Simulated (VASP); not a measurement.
# AlN (wurtzite) (P6_3mc) in VASP: vibrations by perturbation theory with PBE

Aim: the vibrations by perturbation theory of AlN (wurtzite) with PBE.

All numbers are computed with VASP 6.6.1; they aren't measurements. Logs are shortened: lines on timing, memory, paths and dates and some standing lists are left out, and cuts for length are marked.

## 1. The cell of the first run

The structure is hexagonal, space group P6_3mc (No. 186). The conventional cell has a = 3.130 Å, b = 3.130 Å, c = 5.018 Å, α = 90.00°, β = 90.00°, γ = 120.00°. Within 2.5 Å of Al (site symmetry 3m) lie 4 N at 1.90 to 1.91 Å. Within 2.5 Å of N (site symmetry 3m) lie 4 Al at 1.90 to 1.91 Å.

## 2. Vibrations by perturbation theory, PBE

INCAR reads:

```
SYSTEM = AlN
ALGO = Normal
EDIFF = 1E-8
ENCUT = 520
GGA = PE
IBRION = 8
ISIF = 2
ISMEAR = 0
LASPH = .True.
LCHARG = .False.
LEPSILON = .True.
LREAL = .False.
LWAVE = .False.
NELM = 80
NSW = 1
PREC = Accurate
SIGMA = 0.01
```

KPOINTS reads:

```
k-points
0
Gamma
  8 8 5
  0 0 0
```

POSCAR reads:

```
AlN
1.0
    3.1302760613      0.0000000000      0.0000000000
   -1.5651380307      2.7108985900      0.0000000000
    0.0000000000      0.0000000000      5.0177359194
Al N
2 2
Direct
    0.3333333333      0.6666666667      0.0002298648
    0.6666666667      0.3333333333      0.5002298648
    0.3333333333      0.6666666667      0.3817701352
    0.6666666667      0.3333333333      0.8817701352
```

Potentials or basis: VASP PAW PBE potentials, release 64 (Al, N).

Started as:

```
$ cat potpaw_PBE.64/Al/POTCAR potpaw_PBE.64/N/POTCAR > POTCAR
$ mpirun -np 1 vasp_std > vasp.out
```

OUTCAR:

```text
SYSTEM = AlN
   EDIFF = 1E-8
   ENCUT = 520
   GGA = PE
   IBRION = 8
   ISIF = 2
   ISMEAR = 0
   LASPH = .True.
   LEPSILON = .True.
   LREAL = .False.
   NELM = 80
   NSW = 1
   PREC = Accurate

 ion  position               nearest neighbor table
   1  0.333  0.667  0.000-   4 1.90   4 1.90   4 1.90   3 1.91   2 3.09   2 3.09   2 3.09   2 3.09
                             2 3.09   2 3.09
   2  0.667  0.333  0.500-   3 1.90   3 1.90   3 1.90   4 1.91   1 3.09   1 3.09   1 3.09   1 3.09
                             1 3.09   1 3.09
   3  0.333  0.667  0.382-   2 1.90   2 1.90   2 1.90   1 1.91
   4  0.667  0.333  0.882-   1 1.90   1 1.90   1 1.90   2 1.91

  LATTYP: Found a hexagonal cell.
 ALAT       =     3.1302760613
 C/A-ratio  =     1.6029691379

  Lattice vectors:

 A1 = (   3.1302760613,   0.0000000000,   0.0000000000)
 A2 = (  -1.5651380307,   2.7108985900,   0.0000000000)
 A3 = (   0.0000000000,   0.0000000000,   5.0177359194)

Analysis of symmetry for initial positions (statically):
=====================================================================
 Subroutine PRICEL returns:
 Original cell was already a primitive cell.

 Routine SETGRP: Setting up the symmetry group for a
 hexagonal supercell.

 Subroutine GETGRP returns: Found 12 space group operations
 (whereof  6 operations were pure point group operations)
 out of a pool of 24 trial point group operations.

The static configuration has the point symmetry C_3v.
 The point group associated with its full space group is C_6v.

Analysis of symmetry for dynamics (positions and initial velocities):
=====================================================================
 Subroutine PRICEL returns:
 Original cell was already a primitive cell.

 Routine SETGRP: Setting up the symmetry group for a
 hexagonal supercell.

 Subroutine GETGRP returns: Found 12 space group operations
 (whereof  6 operations were pure point group operations)
 out of a pool of 24 trial point group operations.

The dynamic configuration has the point symmetry C_3v.
 The point group associated with its full space group is C_6v.

 Subroutine INISYM returns: Found 12 space group operations
 (whereof  6 operations are pure point group operations),
 and found     1 'primitive' translations

----------------------------------------------------------------------------------------

                                     Primitive cell

  volume of cell :      42.5798

  direct lattice vectors                    reciprocal lattice vectors
     3.130276061  0.000000000  0.000000000     0.319460642  0.184440688  0.000000000
    -1.565138031  2.710898590  0.000000000     0.000000000  0.368881375  0.000000000
     0.000000000  0.000000000  5.017735919     0.000000000  0.000000000  0.199293071

  length of vectors
     3.130276061  3.130276061  5.017735919     0.368881375  0.368881375  0.199293071

  position of ions in fractional coordinates (direct lattice)
     0.333333333  0.666666667  0.000229865
     0.666666667  0.333333333  0.500229865
     0.333333333  0.666666667  0.381770135
     0.666666667  0.333333333  0.881770135

[... 555 lines left out ...]
    -0.00000  0.26972 -0.00000
    -0.00000  0.00000 -0.42156

[... ionic steps 4 to 9 ...]

--------------------------------------- Ionic step       10  -------------------------------------------

------------------------ aborting loop because EDIFF is reached ----------------------------------------

[... ionic steps 11 to 11 ...]

--------------------------------------- Ionic step       12  -------------------------------------------

 Free energy of the ion-electron system (eV)
  ---------------------------------------------------
  ---------------------------------------------------
  free energy    TOTEN  =        -0.25353369 eV

  energy without entropy =       -0.25353369

------------------------ aborting loop because EDIFF is reached ----------------------------------------

 INTERNAL STRAIN TENSOR  FOR ION    3  DIRECTION 3   (eV/Angst):
 -----------------------------------------------------------------------------
     5.03017 -0.00000 -0.00000
    -0.00000  5.03017 -0.00000
     0.00000  0.00000-11.14140

 MACROSCOPIC STATIC DIELECTRIC TENSOR (including local field effects in DFT)
 ------------------------------------------------------
           4.478767    -0.000000     0.000000
          -0.000000     4.478767    -0.000000
           0.000000     0.000000     4.695590
 ------------------------------------------------------

 PIEZOELECTRIC TENSOR (including local field effects)  for field in x, y, z        (e  Angst)
          XX          YY          ZZ          XY          YZ          ZX
  --------------------------------------------------------------------------------
  x     0.00000     0.00000     0.00000    -0.00000    -0.00000     0.90441
  y    -0.00000     0.00000     0.00000    -0.00000     0.90441    -0.00000
  z     0.71681     0.71681    -1.12036    -0.00000     0.00000     0.00000

 PIEZOELECTRIC TENSOR (including local field effects)  for field in x, y, z        (C/m^2)
          XX          YY          ZZ          XY          YZ          ZX
  --------------------------------------------------------------------------------
  x     0.00000     0.00000     0.00000    -0.00000    -0.00000     0.34031
  y    -0.00000     0.00000     0.00000    -0.00000     0.34031    -0.00000
  z     0.26972     0.26972    -0.42156    -0.00000     0.00000     0.00000

 BORN EFFECTIVE CHARGES (including local field effects) (in |e|, cummulative output)
 ---------------------------------------------------------------------------------
 ion    1
    1     2.51663    -0.00000    -0.00000
    2    -0.00000     2.51663     0.00000
    3    -0.00000     0.00000     2.67610
 ion    2
    1     2.51663    -0.00000     0.00000
    2    -0.00000     2.51663     0.00000
    3     0.00000     0.00000     2.67610
 ion    3
    1    -2.51663     0.00000    -0.00000
    2     0.00000    -2.51663    -0.00000
    3    -0.00000    -0.00000    -2.67610
 ion    4
    1    -2.51663     0.00000     0.00000
    2     0.00000    -2.51663     0.00000
    3     0.00000     0.00000    -2.67610

 INTERNAL STRAIN TENSOR FOR ION    4 for displacements in x,y,z  (eV/Angst):
          X           Y           Z          XY          YZ          ZX
  --------------------------------------------------------------------------------
  x    -0.00000     0.00000    -0.00000     9.76018    -0.00000     4.83301
  y     9.76018    -9.76018     0.00000     0.00000     4.86311    -0.00000
  z     5.03017     5.03017   -11.14140    -0.00000     0.00000    -0.00000

 SECOND DERIVATIVES (NOT SYMMETRIZED)
 ------------------------------------
               1X          1Y          1Z          2X          2Y          2Z          3X          3Y          3Z          4X          4Y          4Z
  1X   -14.911161    0.000000   -0.000000    0.643906   -0.000000   -0.000000    1.489162   -0.000000    0.000000   12.778093   -0.000000    0.000000
  1Y     0.000000  -14.911161    0.000000   -0.000000    0.643906   -0.000000   -0.000000    1.489162    0.000000   -0.000000   12.778093    0.000000
  1Z     0.000000    0.000000  -20.213574    0.000000    0.000000    8.227143   -0.000000   -0.000000    5.906698    0.000000    0.000000    6.079733
  2X     0.643906   -0.000000    0.000000  -14.911161    0.000000    0.000000   12.778093   -0.000000    0.000000    1.489162   -0.000000   -0.000000
  2Y    -0.000000    0.643906    0.000000    0.000000  -14.911161   -0.000000   -0.000000   12.778093   -0.000000   -0.000000    1.489162   -0.000000
  2Z    -0.000000   -0.000000    8.227143    0.000000   -0.000000  -20.213574   -0.000000    0.000000    6.079733    0.000000    0.000000    5.906698
  3X     1.489533   -0.000000   -0.000000   12.778807   -0.000000    0.000000  -14.968185    0.000000    0.000000    0.699845   -0.000000   -0.000000
  3Y    -0.000000    1.489533    0.000000   -0.000000   12.778807    0.000000    0.000000  -14.968185    0.000000   -0.000000    0.699845    0.000000
  3Z    -0.000000   -0.000000    5.886480    0.000000    0.000000    6.093320    0.000000    0.000000  -18.819949   -0.000000   -0.000000    6.840149
  4X    12.778807   -0.000000   -0.000000    1.489533   -0.000000    0.000000    0.699845   -0.000000    0.000000  -14.968185    0.000000   -0.000000
  4Y    -0.000000   12.778807   -0.000000   -0.000000    1.489533   -0.000000   -0.000000    0.699845    0.000000    0.000000  -14.968185   -0.000000
  4Z    -0.000000   -0.000000    6.093320    0.000000    0.000000    5.886480    0.000000    0.000000    6.840149    0.000000   -0.000000  -18.819949

 Eigenvectors and eigenvalues of the dynamical matrix
 ----------------------------------------------------

   1 f  =   21.164835 THz   132.982580 2PiTHz  705.982903 cm-1    87.530685 meV
             X         Y         Z           dx          dy          dz
     -0.000000  1.807266  0.001153    -0.000000   -0.000000   -0.008873
      1.565138  0.903633  2.510021    -0.000000   -0.000000    0.008873
     -0.000000  1.807266  1.915622     0.000000    0.000000   -0.707051
      1.565138  0.903633  4.424490     0.000000    0.000000    0.707051
[... 71 lines left out ...]
  12 f/i=    0.002339 THz     0.014696 2PiTHz    0.078019 cm-1     0.009673 meV
             X         Y         Z           dx          dy          dz
     -0.000000  1.807266  0.001153    -0.000000    0.000000    0.573689
      1.565138  0.903633  2.510021    -0.000000    0.000000    0.573689
     -0.000000  1.807266  1.915622    -0.000000    0.000000    0.413378
      1.565138  0.903633  4.424490    -0.000000    0.000000    0.413378

--------------------------------------------------------------------------------------------------------

 MACROSCOPIC STATIC DIELECTRIC TENSOR IONIC CONTRIBUTION
 ------------------------------------------------------
           3.772899    -0.000000     0.000000
          -0.000000     3.772899    -0.000000
           0.000000    -0.000000     5.079583
 ------------------------------------------------------

 ELASTIC MODULI CONTR FROM IONIC RELAXATION (kBar)
 Direction    XX          YY          ZZ          XY          YZ          ZX
 --------------------------------------------------------------------------------
 XX        -621.5607    302.8685    352.9981      0.0000     -0.0000      0.0000
 YY         302.8685   -621.5607    352.9981      0.0000     -0.0000     -0.0000
 ZZ         352.9981    352.9981   -781.9938     -0.0000     -0.0000      0.0000
 XY           0.0000      0.0000     -0.0000   -462.2146      0.0000      0.0000
 YZ           0.0000     -0.0000     -0.0000      0.0000   -112.9619      0.0000
 ZX           0.0000     -0.0000      0.0000     -0.0000      0.0000   -120.6554
 --------------------------------------------------------------------------------

 PIEZOELECTRIC TENSOR IONIC CONTR  for field in x, y, z        (C/m^2)
          XX          YY          ZZ          XY          YZ          ZX
  --------------------------------------------------------------------------------
  x     0.00000    -0.00000     0.00000     0.00000     0.00000    -0.63487
  y     0.00000    -0.00000    -0.00000     0.00000    -0.61429     0.00000
  z    -0.84656    -0.84656     1.87537     0.00000     0.00000    -0.00000
```

Run time: 3.8 min. Hardware: 1 thread of Intel Xeon Platinum 8488C (Sapphire Rapids), shared host; peak memory 0.34 GiB.

Results:

```yaml
Electronic_dielectric_tensor_diagonal: 4.48, 4.48, 4.70
Born_charges_mean_of_the_diagonal: Al +2.57; N -2.57 e
Highest_phonon_frequency_at_Γ_LO-TO_splitting_left_out: 706 cm⁻¹
```

Phonon frequencies in cm⁻¹ (negative: imaginary):
| q point | frequencies |
| --- | --- |
| (0.000, 0.000, 0.000) | 0 0 0 237 237 535 595 636 636 649 649 706 |

Electronic dielectric tensor:
```
4.48 0.00 0.00
0.00 4.48 0.00
0.00 0.00 4.70
```

Born effective charge tensors (e):
atom 1, Al
```
2.52 0.00 0.00
0.00 2.52 0.00
0.00 0.00 2.68
```
atom 2, Al
```
2.52 0.00 0.00
0.00 2.52 0.00
0.00 0.00 2.68
```
atom 3, N
```
-2.52  0.00  0.00
 0.00 -2.52  0.00
 0.00  0.00 -2.68
```
atom 4, N
```
-2.52  0.00  0.00
 0.00 -2.52  0.00
 0.00  0.00 -2.68
```
